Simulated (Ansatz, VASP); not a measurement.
# Na3LiB5: VASP beside Ansatz

The input INCAR:

```
PREC = Accurate ; ENCUT = 520
EDIFF = 1E-6 ; ISMEAR = 0
SIGMA = 0.1 ; LREAL = False
LASPH = True ; NELM = 100
ALGO = Normal ; ISIF = 2
LWAVE = False ; LCHARG = False
GGA = PE ; NBANDS = 30
```

The input KPOINTS:

```
regular mesh
0
Gamma
  3 3 6
```

File POSCAR:

```
Na3LiB5
1.0
    5.8179181200      0.0000000000      0.0000000000
   -2.9089590600      5.0384648900      0.0000000000
    0.0000000000      0.0000000000      3.5798978300
Na Li B
3 1 5
Direct
    0.5941962000      0.0000000000      0.0000000000
    0.0000000000      0.5941962000      0.0000000000
    0.4058038000      0.4058038000      0.0000000000
    0.0000000000      0.0000000000      0.0000000000
    0.2352370800      0.0000000000      0.5000000000
    0.0000000000      0.2352370800      0.5000000000
    0.7647629200      0.7647629200      0.5000000000
    0.3333333300      0.6666666700      0.5000000000
    0.6666666700      0.3333333300      0.5000000000
```

Input for Ansatz:

```yaml
crystal:
  lattice:
    - [5.81791812, 0.0, 0.0]
    - [-2.90895906, 5.03846489, 0.0]
    - [0.0, 0.0, 3.57989783]
  atoms:
    - { symbol: Na, position: [0.5941962, 0.0, 0.0] }
    - { symbol: Na, position: [0.0, 0.5941962, 0.0] }
    - { symbol: Na, position: [0.4058038, 0.4058038, 0.0] }
    - { symbol: Li, position: [0.0, 0.0, 0.0] }
    - { symbol: B, position: [0.23523708, 0.0, 0.5] }
    - { symbol: B, position: [0.0, 0.23523708, 0.5] }
    - { symbol: B, position: [0.76476292, 0.76476292, 0.5] }
    - { symbol: B, position: [0.33333333, 0.66666667, 0.5] }
    - { symbol: B, position: [0.66666667, 0.33333333, 0.5] }
basis:
  ecutwfc: 420
kpoints:
  mp_grid: { grid: [3, 3, 6] }
hamiltonian:
  xc: pbe
scf:
  occupations: { method: gaussian, width: 0.1 }
  lower_state_search: "off"
output:
  forces: true
  stress: true
  eigenvalues: true
```

Change from the starting cell: species swapped into the Tm3Ga5Ni type (P-62m, No. 189).

Alike in both runs: task single point; functional PBE; k mesh 3 × 3 × 6; occupations gaussian, width 0.1 eV; no spin polarisation.

```csv
,VASP,Ansatz
version,VASP 6.6.1,Ansatz 0.2.0
potentials or method,"VASP PAW PBE potentials, release 64 (Na_pv, Li_sv, B), cutoff 520 eV","scalar-relativistic, plane waves, PAW"
valence electrons in the cell,39,45
```

VASP gave:

```
gap on the k mesh at the Fermi level (eV) : none
rms of the force components (eV/Å)        : 0.332
```

Task: What did Ansatz give for the same quantities?

Result: gap on the k mesh at the Fermi level (eV): none; rms of the force components (eV/Å): 0.331.

Atom by atom the forces differ by 0.002 eV/Å (rms over components). A gap of «none» marks a metal or a gap that the smearing closes. With one functional, cell and mesh, what is left measures potentials, basis and numerics. VASP's potentials hold 39 valence electrons a cell and Ansatz's 45, so a difference there can come from the potentials and not from the codes.

The k mesh is coarse, so the values compare programs but aren't converged. Noted on VASP's run: the cutoff is short for stress, so the pressure is rough.
